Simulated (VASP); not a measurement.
# Ge (I4_1/amd) in VASP: a series of runs

Ge is run at these levels: LDA; tasks: single point.

Program: VASP 6.6.1. These are calculated values, not measurements. Logs are shortened: lines on timing, memory, paths and dates and some standing lists are left out, and cuts for length are marked.

**1. The cell of the first run**

Symmetry: I4_1/amd, No. 141, tetragonal system. Conventional cell: a = 4.000 Å, b = 4.000 Å, c = 6.110 Å, α = 90.00°, β = 90.00°, γ = 90.00°. Ge (site symmetry -4m2) has 4 Ge at 2.52 Å within 3.3 Å.

**2. Single point, LDA (strain +0.000 along x and y, +0.080 along z)**

The input, INCAR:

```
PREC     = Accurate       # precision mode
ENCUT    = 520            # plane-wave cutoff, eV
EDIFF    = 1E-6           # SCF threshold, eV
ISMEAR   = 0              # smearing method
SIGMA    = 0.15           # smearing width, eV
LREAL    = F              # projectors in reciprocal space
LASPH    = T              # aspherical terms in the spheres
NELM     = 80             # most SCF steps
ALGO     = Normal         # electronic algorithm
ISIF     = 2              # what is computed and relaxed
LWAVE    = F              # write WAVECAR
LCHARG   = T              # write CHGCAR
GGA      = CA             # functional
LELF     = T              # ELF
LVHAR    = T            
NBANDS   = 21             # bands
```

The input, KPOINTS:

```
Automatic mesh
0
Gamma
  14 14 14
```

The input, POSCAR:

```
Ge
1.0
    0.0000000000      2.8287700000      3.0550716000
    2.8287700000      0.0000000000      3.0550716000
    2.8287700000      2.8287700000      0.0000000000
Ge
2
Direct
    0.5000000000      0.5000000000      0.5000000000
    0.7500000000      0.7500000000      0.7500000000
```

Potentials or basis: VASP PAW LDA potentials, release 64 (Ge_d).

On the command line:

```sh
$ cat potpaw_LDA.64/Ge_d/POTCAR > POTCAR
$ mpirun -np 1 vasp_std > vasp.out
```

OUTCAR:

```text
PREC = Accurate
   ENCUT = 520
   EDIFF = 1E-6
   ISMEAR = 0
   LREAL = F
   LASPH = T
   NELM = 80
   ISIF = 2
   GGA = CA

 ion  position               nearest neighbor table
   1  0.500  0.500  0.500-   2 2.52   2 2.52   2 2.52   2 2.52
   2  0.750  0.750  0.750-   1 2.52   1 2.52   1 2.52   1 2.52

  LATTYP: Found a body centered tetragonal cell.
 ALAT       =     4.0004848988
 C/A-ratio  =     1.5273506474

  Lattice vectors:

 A1 = (  -2.8287700000,   0.0000000000,   3.0550716000)
 A2 = (   2.8287700000,   0.0000000000,   3.0550716000)
 A3 = (   0.0000000000,   2.8287700000,  -3.0550716000)

Analysis of symmetry for initial positions (statically):
=====================================================================
 Subroutine PRICEL returns:
 Original cell was already a primitive cell.

 Routine SETGRP: Setting up the symmetry group for a
 body centered tetragonal supercell.

 Subroutine GETGRP returns: Found 16 space group operations
 (whereof  8 operations were pure point group operations)
 out of a pool of 16 trial point group operations.

The static configuration has the point symmetry D_2d.
 The point group associated with its full space group is D_4h.

Analysis of symmetry for dynamics (positions and initial velocities):
=====================================================================
 Subroutine PRICEL returns:
 Original cell was already a primitive cell.

 Routine SETGRP: Setting up the symmetry group for a
 body centered tetragonal supercell.

 Subroutine GETGRP returns: Found 16 space group operations
 (whereof  8 operations were pure point group operations)
 out of a pool of 16 trial point group operations.

The dynamic configuration has the point symmetry D_2d.
 The point group associated with its full space group is D_4h.

 Subroutine INISYM returns: Found 16 space group operations
 (whereof  8 operations are pure point group operations),
 and found     1 'primitive' translations

----------------------------------------------------------------------------------------

                                     Primitive cell

  volume of cell :      48.8930

  direct lattice vectors                    reciprocal lattice vectors
     0.000000000  2.828770000  3.055071600    -0.176755268  0.176755268  0.163662285
     2.828770000  0.000000000  3.055071600     0.176755268 -0.176755268  0.163662285
     2.828770000  2.828770000  0.000000000     0.176755268  0.176755268 -0.163662285

  length of vectors
     4.163580454  4.163580454  4.000484899     0.298781180  0.298781180  0.298781180

  position of ions in fractional coordinates (direct lattice)
     0.500000000  0.500000000  0.500000000
     0.750000000  0.750000000  0.750000000

  ion indices of the primitive-cell ions
   primitive index   ion index
                 1           1
                 2           2

----------------------------------------------------------------------------------------

 KPOINTS: Automatic mesh

Automatic generation of k-mesh.
 Grid dimensions read from file:
 generate k-points for:   14   14   14

 Generating k-lattice:

  Cartesian coordinates                     Fractional coordinates (reciprocal lattice)
    -0.012625376  0.012625376  0.011690163     0.071428571  0.000000000  0.000000000
     0.012625376 -0.012625376  0.011690163     0.000000000  0.071428571  0.000000000
     0.012625376  0.012625376 -0.011690163     0.000000000  0.000000000  0.071428571

  Length of vectors
     0.021341513  0.021341513  0.021341513

  Shift w.r.t. Gamma in fractional coordinates (k-lattice)
     0.000000000  0.000000000  0.000000000

 Subroutine IBZKPT returns following result:
 ===========================================

 Found    244 irreducible k-points:

 Following reciprocal coordinates:
            Coordinates               Weight
  0.000000  0.000000  0.000000      1.000000
  0.071429  0.000000  0.000000      8.000000
  0.142857  0.000000  0.000000      8.000000
  0.214286  0.000000  0.000000      8.000000
  0.285714  0.000000  0.000000      8.000000
  0.357143  0.000000  0.000000      8.000000
[... 16 lines left out ...]
  0.214286  0.142857  0.000000      8.000000
  0.285714  0.142857  0.000000      8.000000
 [... further k-points ...]
   k-points           NKPTS =    244   k-points in BZ     NKDIM =    244   number of bands    NBANDS=     21
   number of dos      NEDOS =    301   number of ions     NIONS =      2
   total plane-waves  NPLWV =  30720
   dimension x,y,z NGX =    32 NGY =   32 NGZ =   30
   dimension x,y,z NGXF=    64 NGYF=   64 NGZF=   60
   ions per type =               2
   NGX,Y,Z   is equivalent  to a cutoff of  12.78, 12.78, 12.47 a.u.
   NGXF,Y,Z  is equivalent  to a cutoff of  25.55, 25.55, 24.93 a.u.
 SYSTEM =  unknown system
   PREC   = accura    normal or accurate (medium, high low for compatibility)
   ISTART =      0    job   : 0-new  1-cont  2-samecut
   ICHARG =      2    charge: 1-file 2-atom 10-const
   ISPIN  =      1    spin polarized calculation?
   LNONCOLLINEAR =      F non collinear calculations
   LSORBIT =      F    spin-orbit coupling
   LASPH  =      T    aspherical Exc in radial PAW
   ENCUT  =  520.0 eV  38.22 Ry    6.18 a.u.   7.74  7.74  7.44*2*pi/ulx,y,z
   NELM   =     80;   NELMIN=  2; NELMDL= -5     # of ELM steps
   EDIFF  = 0.1E-05   stopping-criterion for ELM
   LREAL  =      F    real-space projection
   EDIFFG = 0.1E-04   stopping-criterion for IOM
   NSW    =      0    number of steps for IOM
   IBRION =     -1    ionic relax: 0-MD 1-quasi-New 2-CG
   NFREE  =      0    steps in history (QN), initial steepest desc. (CG)
   ISIF   =      2    stress and relaxation
   ISYM   =      2    0-nonsym 1-usesym 2-fastsym
   POTIM  = 0.5000    time-step for ionic-motion
   TEBEG  =    0.0;   TEEND  =   0.0 temperature during run
   PSTRESS=    0.0 pullay stress
   NELECT =      28.0000    total number of electrons
   NUPDOWN=      -1.0000    fix difference up-down
   EMIN   =  10.00;   EMAX   =-10.00  energy-range for DOS
   EFERMI =   0.00;   METHOD = LEGACY
   ISMEAR =     0;   SIGMA  =   0.15  broadening in eV -4-tet -1-fermi 0-gaus
   EFERMI_NEDOS =   21; number of points for ismear=-14 and -15
   IALGO  =     38    algorithm
   IMIX   =      4    mixing-type and parameters
     AMIX     =   0.40;   BMIX     =  1.00
     AMIX_MAG =   1.60;   BMIX_MAG =  1.00
  volume/ion in A,a.u.               =      24.45       164.97
  Fermi-wavevector in a.u.,A,eV,Ry     =   1.359498  2.569079 25.146767  1.848235
  Thomas-Fermi vector in A             =   2.486241
   LORBIT       =      0    0 simple, 1 ext, 2 COOP (PROOUT), +10 PAW based schemes
   GGA     = CA    functional components
   LHFCALC =     F    Hartree Fock is set to
   AEXX    =    0.0000 exact exchange contribution
   IVDW    =     0    specifies the selected vdW correction
   LEPSILON=     F    determine dielectric tensor
   LRPA    =     F    only Hartree local field effects (RPA)
 non-spin polarized calculation
 Gauss-broadening in eV      SIGMA  =   0.15
  energy-cutoff  :      520.00
  volume of cell :       48.89
 maximum number of plane-waves:      1356
   NGX = 15   NGY = 15   NGZ = 15

 number of electron      27.9999978 magnetization

 Free energy of the ion-electron system (eV)
  ---------------------------------------------------
  ext. energy  EPLUGINS =         0.00000000
  ---------------------------------------------------
  free energy    TOTEN  =       -10.27016245 eV

  energy without entropy =      -10.26901262  energy(sigma->0) =      -10.26958753

 E-fermi :   3.9844     XC(G=0):  -9.9381

 val. band max:        3.9592730078   @ k =  -0.1429   0.0714   0.0000
 cond. band min:       4.1034066419   @ k =   0.0714   0.0000   0.0000
 fundamental gap:      0.1441336342
 Fermi energy:         3.9843907713

 k-point     1 :       0.0000    0.0000    0.0000
  band No.  band energies     occupation
      1     -20.8451      2.00000
      2     -20.8451      2.00000
      3     -20.8323      2.00000
      4     -20.8109      2.00000
      5     -20.8086      2.00000
      6     -20.6582      2.00000
[... 13 lines left out ...]
     20      12.4957      0.00000
     21      13.4629      0.00000

 k-point     2 :       0.0714    0.0000    0.0000
  band No.  band energies     occupation
      1     -20.8476      2.00000
      2     -20.8449      2.00000
      3     -20.8348      2.00000
      4     -20.8067      2.00000
      5     -20.8055      2.00000
      6     -20.6596      2.00000
[... 13 lines left out ...]
     20      12.1427      0.00000
     21      13.5268      0.00000

 k-point     3 :       0.1429    0.0000    0.0000
  band No.  band energies     occupation
      1     -20.8531      2.00000
      2     -20.8454      2.00000
      3     -20.8377      2.00000
      4     -20.7986      2.00000
      5     -20.7980      2.00000
      6     -20.6631      2.00000
[... 13 lines left out ...]
     20      11.8370      0.00000
     21      12.8612      0.00000

 k-point     4 :       0.2143    0.0000    0.0000
  band No.  band energies     occupation
      1     -20.8587      2.00000
      2     -20.8480      2.00000
      3     -20.8368      2.00000
      4     -20.7911      2.00000
      5     -20.7889      2.00000
      6     -20.6672      2.00000
[... 13 lines left out ...]
     20      12.1193      0.00000
     21      12.4872      0.00000

 k-point     5 :       0.2857    0.0000    0.0000
  band No.  band energies     occupation
      1     -20.8632      2.00000
      2     -20.8504      2.00000
      3     -20.8343      2.00000
      4     -20.7849      2.00000
      5     -20.7810      2.00000
      6     -20.6708      2.00000
[... 13 lines left out ...]
     20      12.5156      0.00000
     21      12.5191      0.00000
[... 382 lines left out ...]
     20      12.5821      0.00000
     21      12.7311      0.00000

 k-point    22 :       0.1429    0.1429    0.0000
  band No.  band energies     occupation
      1     -20.8525      2.00000
      2     -20.8525      2.00000
      3     -20.8465      2.00000
      4     -20.8002      2.00000
      5     -20.7800      2.00000
      6     -20.6879      2.00000
[... 13 lines left out ...]
     20      11.3309      0.00000
     21      14.4003      0.00000

 k-point    23 :       0.2143    0.1429    0.0000
  band No.  band energies     occupation
      1     -20.8571      2.00000
      2     -20.8567      2.00000
      3     -20.8464      2.00000
      4     -20.7946      2.00000
      5     -20.7690      2.00000
      6     -20.6984      2.00000
[... 13 lines left out ...]
     20      12.0483      0.00000
     21      14.1370      0.00000

 k-point    24 :       0.2857    0.1429    0.0000
  band No.  band energies     occupation
      1     -20.8622      2.00000
      2     -20.8615      2.00000
      3     -20.8421      2.00000
      4     -20.7879      2.00000
      5     -20.7592      2.00000
      6     -20.7063      2.00000
[... 13 lines left out ...]
     20      12.8022      0.00000
     21      13.8952      0.00000

 [... further k-points ...]
[... 5 lines left out ...]
  --------------------------------------------------------------------------------------
  -------------------------------------------------------------------------------------
  Total       -1.0512936     -1.0512936     -2.7629178      0.0000000      0.0000000      0.0000000
  in kB      -34.4498980    -34.4498980    -90.5382043      0.0000000      0.0000000      0.0000000
  external PRESSURE =     -53.1460001 kB  Pullay stress =       0.0000000 kB

 VOLUME and BASIS-vectors are now :
 -----------------------------------------------------------------------------
  energy-cutoff  :      520.00
  volume of cell :       48.89
      direct lattice vectors                 reciprocal lattice vectors
     0.000000000  2.828770000  3.055071600    -0.176755268  0.176755268  0.163662285
     2.828770000  0.000000000  3.055071600     0.176755268 -0.176755268  0.163662285
     2.828770000  2.828770000  0.000000000     0.176755268  0.176755268 -0.163662285

 POSITION                                       TOTAL-FORCE (eV/Angst)
 -----------------------------------------------------------------------------------
      2.82877      2.82877      3.05507         0.000000      0.000000     -0.000000
      4.24315      4.24315      4.58261        -0.000000     -0.000000      0.000000
 -----------------------------------------------------------------------------------
    total drift:                               -0.000000     -0.000000      0.000000

  FREE ENERGIE OF THE ION-ELECTRON SYSTEM (eV)
  ---------------------------------------------------
  free  energy   TOTEN  =       -10.2701624454 eV

  energy  without entropy=      -10.2690126170  energy(sigma->0) =      -10.26958753
```

It took 2.5 min on 1 thread of Intel Xeon 6975P-C (Granite Rapids), shared host; peak memory 0.3 GiB.

What came out:

```
Free energy            : -10.2702 eV
Pressure               : -5.3 GPa
Band gap on the k mesh : zero (band 14 reaches 4.21 eV, above the bottom of band 15 at 3.76 eV)
```

Stress tensor (GPa, compression positive):
```
-3.44  0.00  0.00
 0.00 -3.44  0.00
 0.00  0.00 -9.05
```

Levels at points of the mesh, in eV from the Fermi level:
| k point | band 10 | band 11 | band 12 | band 13 | band 14 | band 15 | band 16 | band 17 | band 18 | band 19 |
| --- | --- | --- | --- | --- | --- | --- | --- | --- | --- | --- |
| (0.00, 0.00, 0.00) | -24.61 | -12.21 | -0.85 | -0.38 | 0.23 | 0.23 | 2.41 | 2.41 | 2.78 | 6.05 |
| (0.50, 0.00, 0.00) | -24.58 | -10.30 | -7.29 | -1.59 | -0.93 | -0.22 | 3.59 | 3.90 | 6.99 | 9.74 |
| (0.50, 0.50, 0.00) | -24.57 | -8.84 | -8.84 | -2.44 | -2.44 | 1.16 | 1.16 | 8.70 | 8.70 | 10.44 |
| (0.50, 0.00, 0.50) | -24.59 | -8.51 | -8.51 | -2.94 | -2.94 | 0.59 | 0.59 | 8.56 | 8.56 | 10.43 |

Caveat: the cell differs from its parent crystal (strain +0.000 along x and y, +0.080 along z).

**3. Single point, LDA (strain +0.080 along x and y, +0.000 along z)**

The input, INCAR:

```
  PREC = Accurate
  ENCUT = 520
  EDIFF = 1E-6
  ISMEAR = 0
  SIGMA = 0.15
  LREAL = False
  LASPH = True
  NELM = 100
  ALGO = Normal
  ISIF = 2
  LWAVE = False
  LCHARG = True
  GGA = CA
  LELF = True
  LVHAR = True
  NBANDS = 21
```

KPOINTS is that of step 2.

The input, POSCAR:

```
Ge
1.0
    0.0000000000      3.0550716000      2.8287700000
    3.0550716000      0.0000000000      2.8287700000
    3.0550716000      3.0550716000      0.0000000000
Ge
2
Direct
    0.5000000000      0.5000000000      0.5000000000
    0.7500000000      0.7500000000      0.7500000000
```

Potentials or basis: VASP PAW LDA potentials, release 64 (Ge_d).

On the command line:

```sh
$ cat potpaw_LDA.64/Ge_d/POTCAR > POTCAR
$ mpirun -np 1 vasp_std > vasp.out
```

OUTCAR:

```text
PREC = Accurate
   ENCUT = 520
   EDIFF = 1E-6
   ISMEAR = 0
   LREAL = False
   LASPH = True
   NELM = 100
   ISIF = 2
   GGA = CA

 ion  position               nearest neighbor table
   1  0.500  0.500  0.500-   2 2.58   2 2.58   2 2.58   2 2.58
   2  0.750  0.750  0.750-   1 2.58   1 2.58   1 2.58   1 2.58

  LATTYP: Found a body centered tetragonal cell.
 ALAT       =     4.3205236907
 C/A-ratio  =     1.3094570022

  Lattice vectors:

 A1 = (   0.0000000000,  -3.0550716000,  -2.8287700000)
[... 190 lines left out ...]
      3     -21.4380      2.00000
      4     -21.4154      2.00000
      5     -21.4149      2.00000
      6     -21.2856      2.00000
[... 565 lines left out ...]
     20      12.0297      0.00000
     21      12.5134      0.00000

 [... further k-points ...]
[... 5 lines left out ...]
  --------------------------------------------------------------------------------------
  -------------------------------------------------------------------------------------
  Total       -3.1362066     -3.1362066     -1.7828948      0.0000000      0.0000000      0.0000000
  in kB      -95.1578949    -95.1578949    -54.0960916      0.0000000      0.0000000      0.0000000
  external PRESSURE =     -81.4706271 kB  Pullay stress =       0.0000000 kB

 VOLUME and BASIS-vectors are now :
 -----------------------------------------------------------------------------
  energy-cutoff  :      520.00
  volume of cell :       52.80
      direct lattice vectors                 reciprocal lattice vectors
     0.000000000  3.055071600  2.828770000    -0.163662285  0.163662285  0.176755268
     3.055071600  0.000000000  2.828770000     0.163662285 -0.163662285  0.176755268
     3.055071600  3.055071600  0.000000000     0.163662285  0.163662285 -0.176755268

 POSITION                                       TOTAL-FORCE (eV/Angst)
 -----------------------------------------------------------------------------------
      3.05507      3.05507      2.82877        -0.000000     -0.000000      0.000000
      4.58261      4.58261      4.24315         0.000000      0.000000     -0.000000
 -----------------------------------------------------------------------------------
    total drift:                               -0.000000     -0.000000      0.000000

  FREE ENERGIE OF THE ION-ELECTRON SYSTEM (eV)
  ---------------------------------------------------
  free  energy   TOTEN  =       -10.1097463768 eV

  energy  without entropy=      -10.1080731744  energy(sigma->0) =      -10.10890978
```

stdout:

```text
POSCAR found type information on POSCAR Ge
 POSCAR found :  1 types and       2 ions
 scaLAPACK will be used
 LDA part: xc-table for (Slater(with rela. corr.)+CA(PZ))
 , standard interpolation
 POSCAR, INCAR and KPOINTS ok, starting setup
 FFT: planning ... GRIDC
 FFT: planning ... GRID_SOFT
 FFT: planning ... GRID
 WAVECAR not read
 entering main loop
```

Run time: 2.1 min. Hardware: 1 thread of Intel Xeon 6975P-C (Granite Rapids), shared host; peak memory 0.31 GiB.

What came out:

```
Free energy            : -10.1097 eV
Pressure               : -8.1 GPa
Band gap on the k mesh : zero (band 14 reaches 3.35 eV, above the bottom of band 15 at 2.93 eV)
```

Stress tensor (GPa, compression positive):
```
-9.52  0.00  0.00
 0.00 -9.52  0.00
 0.00  0.00 -5.41
```

Levels at points of the mesh, in eV from the Fermi level:
```
           k point  band 10  band 11  band 12  band 13  band 14  band 15  band 16  band 17  band 18  band 19
(0.00, 0.00, 0.00)   -24.50   -11.62    -1.40    -0.06    -0.06     0.43     2.32     2.69     2.69     5.93
(0.50, 0.00, 0.00)   -24.49    -9.88    -6.94    -1.36    -0.81    -0.32     3.53     3.94     6.97     9.11
(0.50, 0.50, 0.00)   -24.50    -8.13    -8.13    -2.77    -2.77     0.59     0.59     8.34     8.34    10.23
(0.50, 0.00, 0.50)   -24.48    -8.40    -8.40    -2.31    -2.31     1.09     1.09     8.03     8.03     9.77
```

Caveat: the cell differs from its parent crystal (strain +0.080 along x and y, +0.000 along z).
